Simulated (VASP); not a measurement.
# Rh (P6_3/mmc) in VASP: a series of runs, part 2 of 2

VASP 6.6.1.

## Step 3: Relaxation of cell and atoms, PBEsol+D3(BJ)

This run uses another cell than the first one, of 13.80 Å³/atom, 1.021 times its volume.

Input file INCAR:

```
ALGO = Normal
EDIFF = 1E-6
EDIFFG = -0.03
ENCUT = 600
GGA = PS
IBRION = 2
ISIF = 3
ISMEAR = 1
IVDW = 12
LASPH = T
LCHARG = F
LREAL = F
LWAVE = F
NELM = 80
NSW = 80
PREC = Accurate
SIGMA = 0.1
```

Input file KPOINTS:

```
k-points
0
Gamma
  9 9 3
```

Input file POSCAR:

```
Rh
1.0
    2.6917446200      0.0000000000      0.0000000000
   -1.3458723100      2.3311192200      0.0000000000
    0.0000000000      0.0000000000      8.7980701300
Rh
4
Direct
    0.0000000000      0.0000000000      0.0000000000
    0.3333333333      0.6666666667      0.2500000000
    0.0000000000      0.0000000000      0.5000000000
    0.6666666667      0.3333333333      0.7500000000
```

Potentials or basis: VASP PAW PBE potentials, release 64 (Rh_pv).

Command:

```bash
cat potpaw_PBE.64/Rh_pv/POTCAR > POTCAR
mpirun -np 1 vasp_std > vasp.out
```

OUTCAR:

```text
EDIFF = 1E-6
   EDIFFG = -0.03
   ENCUT = 600
   GGA = PS
   IBRION = 2
   ISIF = 3
   ISMEAR = 1
   IVDW = 12
   LASPH = T
   LREAL = F
   NELM = 80
   NSW = 80
   PREC = Accurate
 IVDW          = 12

 ion  position               nearest neighbor table
   1  0.000  0.000  0.000-   2 2.69   4 2.69   4 2.69   2 2.69   4 2.69   2 2.69
   2  0.333  0.667  0.250-   1 2.69   3 2.69   1 2.69   3 2.69   1 2.69   3 2.69
   3  0.000  0.000  0.500-   2 2.69   4 2.69   4 2.69   2 2.69   4 2.69   2 2.69
   4  0.667  0.333  0.750-   1 2.69   3 2.69   1 2.69   3 2.69   1 2.69   3 2.69

  LATTYP: Found a hexagonal cell.
 ALAT       =     2.6917446200
 C/A-ratio  =     3.2685382055

  Lattice vectors:

 A1 = (   2.6917446200,   0.0000000000,   0.0000000000)
 A2 = (  -1.3458723100,   2.3311192200,   0.0000000000)
 A3 = (   0.0000000000,   0.0000000000,   8.7980701300)
[... 178 lines left out ...]
  ext. energy  EPLUGINS =         0.00000000
  ---------------------------------------------------
  free energy    TOTEN  =       -32.47319598 eV

  energy without entropy =      -32.47170977  energy(sigma->0) =      -32.47270058

------------------------ aborting loop because EDIFF is reached ----------------------------------------

 Edisp (eV)   -2.42344

 E8    (eV) :    -1.6325
[... 243 lines left out ...]
--------------------------------------- Ionic step        7  -------------------------------------------

 number of electron      60.0000007 magnetization

 Free energy of the ion-electron system (eV)
  ---------------------------------------------------
  ext. energy  EPLUGINS =         0.00000000
  ---------------------------------------------------
  free energy    TOTEN  =       -32.46605392 eV

  energy without entropy =      -32.46344452  energy(sigma->0) =      -32.46518412

 E-fermi :  12.5500     XC(G=0): -14.4882

 val. band max:       12.5236256393   @ k =   0.3333   0.0000   0.3333
 cond. band min:      12.5550763217   @ k =   0.2222   0.0000   0.3333
 fundamental gap:      0.0314506825
 Fermi energy:        12.5499727429

 k-point     1 :       0.0000    0.0000    0.0000
  band No.  band energies     occupation
      1     -34.7222      2.00000
      2     -34.3039      2.00000
      3     -34.3035      2.00000
      4     -33.9824      2.00000
      5     -33.9824      2.00000
      6     -33.9341      2.00000
[... 960 lines left out ...]
  FREE ENERGIE OF THE ION-ELECTRON SYSTEM (eV)
  ---------------------------------------------------
  free  energy   TOTEN  =       -35.0035195355 eV

  energy  without entropy=      -35.0009101305  energy(sigma->0) =      -35.00264973

 reached required accuracy - stopping structural energy minimisation
```

OSZICAR:

```text
N       E                     dE             d eps       ncg     rms          rms(c)
DAV:   1     0.823416358984E+03    0.82342E+03   -0.39896E+04  1736   0.213E+03
[... 64 lines left out ...]
       N       E                     dE             d eps       ncg     rms          rms(c)
DAV:   1    -0.324682048321E+02    0.37863E-03   -0.53178E-02  1764   0.181E+00    0.322E-01
DAV:   2    -0.324661988364E+02    0.20060E-02   -0.52045E-03  1748   0.594E-01    0.839E-02
DAV:   3    -0.324660579555E+02    0.14088E-03   -0.30703E-04  1816   0.113E-01    0.328E-02
DAV:   4    -0.324660545319E+02    0.34236E-05   -0.56735E-05  1932   0.662E-02    0.174E-02
DAV:   5    -0.324660526829E+02    0.18489E-05   -0.17963E-05  1772   0.593E-02    0.909E-03
DAV:   6    -0.324660540090E+02   -0.13261E-05   -0.30465E-06  1396   0.178E-02    0.249E-03
DAV:   7    -0.324660539243E+02    0.84658E-07   -0.44064E-07   864   0.562E-03
   7 F= -.35003520E+02 E0= -.35002650E+02  d E =-.122235E-03
```

Wall time 94 s (1 thread of Intel Xeon 6975P-C (Granite Rapids), shared host); peak memory 0.24 GiB.

Results:

- Free energy: -35.0035 eV
- Relaxed volume: 13.19 Å³/atom
- Relaxed cell: a = 2.654 Å, b = 2.654 Å, c = 8.648 Å, α = 90.00°, β = 90.00°, γ = 120.00°
- Space group after relaxing (to 0.05 Å): P6_3/mmc (No. 194)
- Energy gained by relaxing: 26.7 meV/atom
- Ionic steps: 7
- Pressure after relaxing: -0.1 GPa
- Band gap on the k mesh: zero (band 30 reaches 13.18 eV, above the bottom of band 31 at 11.46 eV)
- Dispersion energy per atom: -0.634 eV

Stress tensor (GPa, compression positive):
```
-0.09  0.00  0.00
 0.00 -0.09  0.00
 0.00  0.00 -0.25
```

Step by step:
```tsv
step	energy change (eV)	largest force (eV/Å)	pressure (GPa)	volume (Å³)
1	0.0000	0.0000	-13.10	55.21
2	0.7840	0.0000	53.17	46.67
3	-0.1065	0.0000	-0.68	52.84
4	-0.1068	0.0000	-0.08	52.74
5	-0.1068	0.0000	0.20	52.70
6	-0.1067	0.0000	-0.46	52.80
7	-0.1069	0.0000	-0.14	52.75
```

Final structure:
```xyz
4
Lattice="2.6538 0.0000 0.0000 -1.3269 2.2983 0.0000 0.0000 0.0000 8.6483" Properties=species:S:1:pos:R:3 pbc="T T T"
Rh    0.0000    0.0000    0.0000
Rh    0.0000    1.5322    2.1621
Rh    0.0000    0.0000    4.3241
Rh    1.3269    0.7661    6.4862
```

Levels at points of the mesh, in eV from the Fermi level:
| k point | band 28 | band 29 | band 30 | band 31 | band 32 | band 33 |
| --- | --- | --- | --- | --- | --- | --- |
| (0.00, 0.00, 0.00) | -1.54 | -1.54 | -0.91 | -0.91 | -0.36 | -0.36 |

Caveat: the PAW data sets were made with another functional, which shifts forces and pressure a little; pairwise dispersion overbinds metals, which lowers pressure and volume.

## Step 4: Relaxation of cell and atoms, LDA

This run uses another cell than the first one, of 13.80 Å³/atom, 1.021 times its volume.

Input file INCAR:

```
SYSTEM = Rh
PREC = Accurate
ENCUT = 600
EDIFF = 1E-7
ISMEAR = 1
SIGMA = 0.1
LREAL = .FALSE.
LASPH = .TRUE.
NELM = 80
ALGO = Normal
ISIF = 3
LWAVE = .FALSE.
LCHARG = .FALSE.
GGA = CA
IBRION = 2
NSW = 80
EDIFFG = -0.03
```

Input file KPOINTS:

```
Automatic mesh
0
G
  9 9 3
  0 0 0
```

POSCAR is that of step 3.

Potentials or basis: VASP PAW LDA potentials, release 64 (Rh_pv).

Command:

```bash
cat potpaw_LDA.64/Rh_pv/POTCAR > POTCAR
mpirun -np 1 vasp_std > vasp.out
```

Wall time 85 s (1 thread of Intel Xeon 6975P-C (Granite Rapids), shared host); peak memory 0.2 GiB.

It converged, with:

| Quantity | Value |
| --- | --- |
| Free energy | -34.6782 eV |
| Relaxed volume | 13.27 Å³/atom |
| Relaxed cell | a = 2.660 Å, b = 2.660 Å, c = 8.663 Å, α = 90.00°, β = 90.00°, γ = 120.00° |
| Space group after relaxing (to 0.05 Å) | P6_3/mmc (No. 194) |
| Energy gained by relaxing | 19.4 meV/atom |
| Ionic steps | 7 |
| Pressure after relaxing | 0.2 GPa |
| Band gap on the k mesh | zero (band 30 reaches 13.02 eV, above the bottom of band 31 at 11.31 eV) |

The path:
```
step  energy change (eV)  largest force (eV/Å)  pressure (GPa)  volume (Å³)
   1              0.0000                0.0000          -11.22        55.21
   2              0.5583                0.0000           43.00        47.84
   3             -0.0772                0.0000           -0.48        53.17
   4             -0.0774                0.0000           -0.06        53.10
   5             -0.0773                0.0000            0.19        53.06
   6             -0.0774                0.0000            0.16        53.06
   7             -0.0775                0.0000            0.17        53.06
```

Final structure:
```
Rh
1.0
     2.65954    0.00000    0.00000
    -1.32977    2.30323    0.00000
     0.00000    0.00000    8.66260
Rh
4
Direct
  0.00000 0.00000 0.00000
  0.33333 0.66667 0.25000
  0.00000 0.00000 0.50000
  0.66667 0.33333 0.75000
```

Levels at points of the mesh, in eV from the Fermi level:
| k point | band 27 | band 28 | band 29 | band 30 | band 31 | band 32 | band 33 | band 34 |
| --- | --- | --- | --- | --- | --- | --- | --- | --- |
| (0.00, 0.00, 0.00) | -2.79 | -1.53 | -1.53 | -0.91 | -0.91 | -0.36 | -0.36 | 0.47 |

## Step 5: Relaxation of cell and atoms, PBEsol

This run uses another cell than the first one, of 13.80 Å³/atom, 1.021 times its volume.

Input file INCAR:

```
SYSTEM = Rh
PREC = Accurate ; ENCUT = 600
EDIFF = 1E-6 ; ISMEAR = 1
SIGMA = 0.1 ; LREAL = .False.
LASPH = .True. ; NELM = 60
ALGO = Normal ; ISIF = 3
LWAVE = .False. ; LCHARG = .False.
GGA = PS ; IBRION = 2
NSW = 80 ; EDIFFG = -0.03
```

Input file KPOINTS:

```
regular mesh
0
Gamma
  9 9 3
  0 0 0
```

POSCAR is that of step 4.

Potentials or basis: VASP PAW PBE potentials, release 64 (Rh_pv).

Command:

```bash
cat potpaw_PBE.64/Rh_pv/POTCAR > POTCAR
mpirun -np 1 vasp_std > vasp.out
```

Run time: 84 s. Hardware: 1 thread of Intel Xeon 6975P-C (Granite Rapids), shared host; peak memory 0.22 GiB.

The run converged. Its results:

```yaml
Free_energy: -32.4961 eV
Relaxed_volume: 13.50 Å³/atom
Relaxed_cell: a = 2.675 Å, b = 2.675 Å, c = 8.714 Å, α = 90.00°, β = 90.00°, γ = 120.00°
Space_group_after_relaxing_to_0.05_Å: P6_3/mmc (No. 194)
Energy_gained_by_relaxing: 5.7 meV/atom
Ionic_steps: 7
Pressure_after_relaxing: 0.1 GPa
Band_gap_on_the_k_mesh: zero (band 30 reaches 12.70 eV, above the bottom of band 31 at 11.04 eV)
```

Stress tensor (GPa, compression positive):
```
0.08 0.00 0.00
0.00 0.08 0.00
0.00 0.00 0.16
```

The path:
| step | energy change (eV) | largest force (eV/Å) | pressure (GPa) | volume (Å³) |
| --- | --- | --- | --- | --- |
| 1 | 0.0000 | 0.0000 | -6.00 | 55.21 |
| 2 | 0.1346 | 0.0000 | 18.58 | 51.18 |
| 3 | -0.0228 | 0.0000 | -0.07 | 54.06 |
| 4 | -0.0228 | 0.0000 | 0.00 | 54.03 |
| 5 | -0.0228 | 0.0000 | 0.14 | 54.01 |
| 6 | -0.0229 | 0.0000 | 0.08 | 54.02 |
| 7 | -0.0229 | 0.0000 | 0.11 | 54.02 |

Final structure:
```
CELL_PARAMETERS angstrom
2.67548 0.00000 0.00000
-1.33774 2.31703 0.00000
0.00000 0.00000 8.71358
ATOMIC_POSITIONS crystal
Rh 0.00000 0.00000 0.00000
Rh 0.33333 0.66667 0.25000
Rh 0.00000 0.00000 0.50000
Rh 0.66667 0.33333 0.75000
```

Levels at points of the mesh, in eV from the Fermi level:
| k point | band 27 | band 28 | band 29 | band 30 | band 31 | band 32 | band 33 | band 34 |
| --- | --- | --- | --- | --- | --- | --- | --- | --- |
| (0.00, 0.00, 0.00) | -2.70 | -1.49 | -1.49 | -0.88 | -0.88 | -0.35 | -0.35 | 0.46 |

Caveat: the PAW data sets were made with another functional, which shifts forces and pressure a little.

## Step 6: Summary

```csv
task,level,potentials or basis,cell,cutoff (eV),gap on the mesh (eV),pressure (GPa),relaxed volume (Å³/atom)
single point,PBEsol,"VASP PAW PBE potentials, release 64 (Rh_pv)","a = 2.677, b = 2.677, c = 8.714 Å, angles 90.0, 90.0, 120.0°, 4 atoms",520,none,0.0,-
relaxation of cell and atoms,PBEsol+D3(BJ),"VASP PAW PBE potentials, release 64 (Rh_pv)","relaxed from a = 2.692, b = 2.692, c = 8.798 Å, angles 90.0, 90.0, 120.0°, 4 atoms",600,none,-0.1,13.19
relaxation of cell and atoms,LDA,"VASP PAW LDA potentials, release 64 (Rh_pv)","relaxed from a = 2.692, b = 2.692, c = 8.798 Å, angles 90.0, 90.0, 120.0°, 4 atoms",600,none,0.2,13.27
relaxation of cell and atoms,PBEsol,"VASP PAW PBE potentials, release 64 (Rh_pv)","relaxed from a = 2.692, b = 2.692, c = 8.798 Å, angles 90.0, 90.0, 120.0°, 4 atoms",600,none,0.1,13.50
```

Alike in all rows: no spin polarisation; k mesh 9 × 9 × 3; smearing methfessel-paxton 0.1 eV.

Caveats: the PAW data sets were made with another functional, which shifts forces and pressure a little (some runs); pairwise dispersion overbinds metals, which lowers pressure and volume (some runs).

Total energies depend on the potentials used, so only differences within one code and one set of settings carry meaning.
